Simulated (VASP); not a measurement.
# SbAs2 (P6/mmm) in VASP: notebook, part 2 of 2

VASP 6.6.1. Earlier steps stand in the parts before.

### 4 Single point, PBE

This run uses another cell than the first one, of the same volume but with other edges.

The input, INCAR:

```
SYSTEM = SbAs2
  PREC = Accurate
  ENCUT = 520
  EDIFF = 1E-7
  ISMEAR = 0
  SIGMA = 0.1
  LREAL = .False.
  LASPH = .True.
  NELM = 100
  ALGO = Normal
  ISIF = 2
  LWAVE = .False.
  LCHARG = .False.
  GGA = PE
  NBANDS = 24
```

The input, KPOINTS:

```
Automatic mesh
0
Gamma
  12 12 4
  0 0 0
```

The input, POSCAR:

```
SbAs2
1.0
    5.3153635977      0.0000000000      0.0000000000
   -2.6576817988      4.6032399060      0.0000000000
    0.0000000000      0.0000000000      9.8356686979
Sb As
2 4
Direct
    0.3333333333      0.6666666667      0.0000000000
    0.6666666667      0.3333333333      0.0000000000
    0.0000000000      0.0000000000      0.5000000000
    0.0000000000      0.0000000000      0.2651144057
    0.0000000000      0.0000000000      0.7348855943
    0.0000000000      0.0000000000      0.0000000000
```

Potentials or basis: VASP PAW PBE potentials, release 64 (Sb, As).

Launch:

```console
> cat potpaw_PBE.64/Sb/POTCAR potpaw_PBE.64/As/POTCAR > POTCAR
> mpirun -np 1 vasp_std > vasp.out
```

OUTCAR:

```text
SYSTEM = SbAs2
   PREC = Accurate
   ENCUT = 520
   EDIFF = 1E-7
   ISMEAR = 0
   LREAL = .False.
   LASPH = .True.
   NELM = 100
   ISIF = 2
   GGA = PE

 ion  position               nearest neighbor table
   1  0.333  0.667  0.000-   6 3.07   2 3.07   2 3.07   6 3.07   6 3.07   2 3.07
   2  0.667  0.333  0.000-   6 3.07   1 3.07   1 3.07   6 3.07   6 3.07   1 3.07
   3  0.000  0.000  0.500-   4 2.31   5 2.31
   4  0.000  0.000  0.265-   3 2.31   6 2.61
   5  0.000  0.000  0.735-   3 2.31   6 2.61
   6  0.000  0.000  0.000-   4 2.61   5 2.61   1 3.07   2 3.07   2 3.07   1 3.07   2 3.07   1 3.07

  LATTYP: Found a hexagonal cell.
 ALAT       =     5.3153635977
 C/A-ratio  =     1.8504225566

  Lattice vectors:

 A1 = (   5.3153635977,   0.0000000000,   0.0000000000)
 A2 = (  -2.6576817988,   4.6032399060,   0.0000000000)
 A3 = (   0.0000000000,   0.0000000000,   9.8356686979)

Analysis of symmetry for initial positions (statically):
=====================================================================
 Subroutine PRICEL returns:
 Original cell was already a primitive cell.

 Routine SETGRP: Setting up the symmetry group for a
 hexagonal supercell.

 Subroutine GETGRP returns: Found 24 space group operations
 (whereof 24 operations were pure point group operations)
 out of a pool of 24 trial point group operations.

The static configuration has the point symmetry D_6h.

Analysis of symmetry for dynamics (positions and initial velocities):
=====================================================================
 Subroutine PRICEL returns:
 Original cell was already a primitive cell.

 Routine SETGRP: Setting up the symmetry group for a
 hexagonal supercell.

 Subroutine GETGRP returns: Found 24 space group operations
 (whereof 24 operations were pure point group operations)
[... 130 lines left out ...]
     AMIX_MAG =   1.60;   BMIX_MAG =  1.00
  volume/ion in A,a.u.               =      40.11       270.67
  Fermi-wavevector in a.u.,A,eV,Ry     =   0.817802  1.545423  9.099589  0.668801
  Thomas-Fermi vector in A             =   1.928316
   LORBIT       =      0    0 simple, 1 ext, 2 COOP (PROOUT), +10 PAW based schemes
   GGA     = PE    functional components
   LHFCALC =     F    Hartree Fock is set to
   AEXX    =    0.0000 exact exchange contribution
   IVDW    =     0    specifies the selected vdW correction
   LEPSILON=     F    determine dielectric tensor
   LRPA    =     F    only Hartree local field effects (RPA)
 non-spin polarized calculation
 Gauss-broadening in eV      SIGMA  =   0.10
  energy-cutoff  :      520.00
  volume of cell :      240.66
 maximum number of plane-waves:      6508
 NGX is ok and might be reduce to    40

 number of electron      29.9999999 magnetization

 Free energy of the ion-electron system (eV)
  ---------------------------------------------------
  ext. energy  EPLUGINS =         0.00000000
  ---------------------------------------------------
  free energy    TOTEN  =       -22.04119581 eV

  energy without entropy =      -22.01525429  energy(sigma->0) =      -22.02822505

 E-fermi :   1.4034     XC(G=0):  -7.2912

 val. band max:        1.3708562775   @ k =   0.1667   0.0833   0.0000
 cond. band min:       1.4090632333   @ k =   0.4167   0.0000   0.2500
 fundamental gap:      0.0382069558
 Fermi energy:         1.4034354684

 k-point     1 :       0.0000    0.0000    0.0000
  band No.  band energies     occupation
      1     -11.5471      2.00000
      2     -10.3544      2.00000
      3      -9.1921      2.00000
      4      -7.3950      2.00000
      5      -5.3990      2.00000
      6      -5.1063      2.00000
[... 637 lines left out ...]
     23       5.5230      0.00000
     24       6.3564      0.00000

 [... further k-points ...]

------------------------ aborting loop because EDIFF is reached ----------------------------------------

  FORCE on cell =-STRESS in cart. coord.  units (eV):
  Direction    XX          YY          ZZ          XY          YZ          ZX
  --------------------------------------------------------------------------------------
  -------------------------------------------------------------------------------------
  Total       -0.0415950     -0.0415950      0.2881891     -0.0000000     -0.0000000      0.0000000
  in kB       -0.2769178     -0.2769178      1.9186139     -0.0000000     -0.0000000      0.0000000
  external PRESSURE =       0.4549261 kB  Pullay stress =       0.0000000 kB

 VOLUME and BASIS-vectors are now :
 -----------------------------------------------------------------------------
  energy-cutoff  :      520.00
  volume of cell :      240.66
      direct lattice vectors                 reciprocal lattice vectors
     5.315363598  0.000000000  0.000000000     0.188133884  0.108619149  0.000000000
    -2.657681799  4.603239906  0.000000000     0.000000000  0.217238297  0.000000000
     0.000000000  0.000000000  9.835668698     0.000000000  0.000000000  0.101670769

 POSITION                                       TOTAL-FORCE (eV/Angst)
 -----------------------------------------------------------------------------------
     -0.00000      3.06883      0.00000         0.000000     -0.000000      0.000000
      2.65768      1.53441      0.00000        -0.000000      0.000000     -0.000000
      0.00000      0.00000      4.91783         0.000000      0.000000      0.000000
      0.00000      0.00000      2.60758         0.000000     -0.000000     -0.037643
      0.00000      0.00000      7.22809         0.000000      0.000000      0.037643
      0.00000      0.00000      0.00000         0.000000      0.000000      0.000000
 -----------------------------------------------------------------------------------
    total drift:                                0.000000      0.000000      0.000000

  FREE ENERGIE OF THE ION-ELECTRON SYSTEM (eV)
  ---------------------------------------------------
  free  energy   TOTEN  =       -22.0411958067 eV

  energy  without entropy=      -22.0152542876  energy(sigma->0) =      -22.02822505
```

OSZICAR:

```text
N       E                     dE             d eps       ncg     rms          rms(c)
DAV:   1     0.135032213009E+03    0.13503E+03   -0.10241E+04  2736   0.971E+02
DAV:   2    -0.989607323197E+01   -0.14493E+03   -0.13772E+03  3568   0.155E+02
DAV:   3    -0.222236601602E+02   -0.12328E+02   -0.11968E+02  3464   0.477E+01
DAV:   4    -0.224737154930E+02   -0.25006E+00   -0.24943E+00  3256   0.789E+00
DAV:   5    -0.224787300306E+02   -0.50145E-02   -0.50135E-02  3752   0.119E+00    0.491E+00
DAV:   6    -0.221157766975E+02    0.36295E+00   -0.22214E+00  3240   0.476E+00    0.296E+00
DAV:   7    -0.220512982047E+02    0.64478E-01   -0.41451E-01  3104   0.233E+00    0.176E+00
DAV:   8    -0.220410605393E+02    0.10238E-01   -0.46609E-02  3328   0.965E-01    0.343E-01
DAV:   9    -0.220410054161E+02    0.55123E-04   -0.53279E-03  3248   0.344E-01    0.830E-02
DAV:  10    -0.220411090556E+02   -0.10364E-03   -0.43219E-04  3456   0.101E-01    0.525E-02
DAV:  11    -0.220411796888E+02   -0.70633E-04   -0.88525E-05  3144   0.486E-02    0.148E-02
DAV:  12    -0.220411939961E+02   -0.14307E-04   -0.16598E-05  3376   0.214E-02    0.463E-03
DAV:  13    -0.220411948321E+02   -0.83601E-06   -0.21407E-06  3352   0.724E-03    0.259E-03
DAV:  14    -0.220411956519E+02   -0.81978E-06   -0.19593E-06  3152   0.639E-03    0.104E-03
DAV:  15    -0.220411957830E+02   -0.13116E-06   -0.65760E-08  2576   0.149E-03    0.497E-04
DAV:  16    -0.220411958067E+02   -0.23643E-07   -0.90663E-08  2520   0.159E-03
   1 F= -.22041196E+02 E0= -.22028225E+02  d E =-.259415E-01
```

stdout:

```text
POSCAR found type information on POSCAR SbAs
 POSCAR found :  2 types and       6 ions
 scaLAPACK will be used
 LDA part: xc-table for (Slater+PW92), standard interpolation
 POSCAR, INCAR and KPOINTS ok, starting setup
 FFT: planning ... GRIDC
 FFT: planning ... GRID_SOFT
 FFT: planning ... GRID
 WAVECAR not read
 entering main loop
```

It took 5.4 min on 1 thread of Intel Xeon Platinum 8259CL at 2.50GHz (Skylake/Cascade Lake), shared host; peak memory 0.52 GiB.

Results:

| Quantity | Value |
| --- | --- |
| Free energy | -22.0412 eV |
| Pressure | 0.0 GPa |
| Largest force | 0.038 eV/Å |
| Band gap on the k mesh | zero (bands 15 and 16 overlap by 1.00 eV) |

Forces on the atoms (eV/Å):
```
Sb   0.000  0.000  0.000
Sb   0.000  0.000  0.000
As   0.000  0.000  0.000
As   0.000  0.000 -0.038
As   0.000  0.000  0.038
As   0.000  0.000  0.000
```

Stress tensor (GPa, compression positive):
```
-0.03  0.00  0.00
 0.00 -0.03  0.00
 0.00  0.00  0.19
```

Levels at points of the mesh, in eV from the Fermi level:
| k point | band 11 | band 12 | band 13 | band 14 | band 15 | band 16 | band 17 | band 18 | band 19 | band 20 |
| --- | --- | --- | --- | --- | --- | --- | --- | --- | --- | --- |
| (0.00, 0.00, 0.00) | -3.05 | -1.45 | -1.31 | -1.31 | -0.39 | -0.39 | 1.45 | 1.70 | 1.96 | 2.09 |
| (0.50, 0.00, 0.00) | -1.54 | -0.59 | -0.34 | -0.17 | -0.17 | 0.60 | 1.25 | 1.54 | 1.66 | 2.14 |
| (0.00, 0.00, 0.50) | -2.73 | -2.59 | -1.57 | -1.57 | -0.71 | 0.23 | 0.23 | 1.45 | 1.47 | 1.47 |
| (0.50, 0.00, 0.50) | -1.71 | -1.07 | -1.06 | -0.16 | -0.09 | -0.07 | 0.17 | 1.26 | 1.65 | 2.10 |

Caveat: spin-orbit coupling is left out, which moves the levels of the heavy elements.

### 5 The runs side by side

| task | potentials or basis | cell | k mesh | cutoff (eV) | gap on the mesh (eV) | pressure (GPa) | largest force (eV/Å) |
| --- | --- | --- | --- | --- | --- | --- | --- |
| single point | VASP PAW PBE potentials, release 64 (Sb_d_GW, As_d) | a = 5.386, b = 5.386, c = 9.572 Å, angles 90.0, 90.0, 120.0°, 6 atoms, atomic positions A | 6 × 6 × 2 | 600 | none | 0.0 | 0.04 |
| relaxation of cell and atoms | VASP PAW PBE potentials, release 64 (Sb, As) | relaxed from a = 4.420, b = 4.420, c = 9.240 Å, angles 90.0, 90.0, 120.0°, 6 atoms, atomic positions B | 6 × 6 × 2 | 600 | none | 0.0 | - |
| single point | VASP PAW PBE potentials, release 64 (Sb, As) | a = 5.315, b = 5.315, c = 9.836 Å, angles 90.0, 90.0, 120.0°, 6 atoms, atomic positions C | 12 × 12 × 4 | 520 | none | 0.0 | 0.04 |

Alike in all rows: level PBE; no spin polarisation; smearing gaussian 0.1 eV.

Caveats: spin-orbit coupling is left out, which moves the levels of the heavy elements.

Total energies depend on the potentials used, so only differences within one code and one set of settings carry meaning.
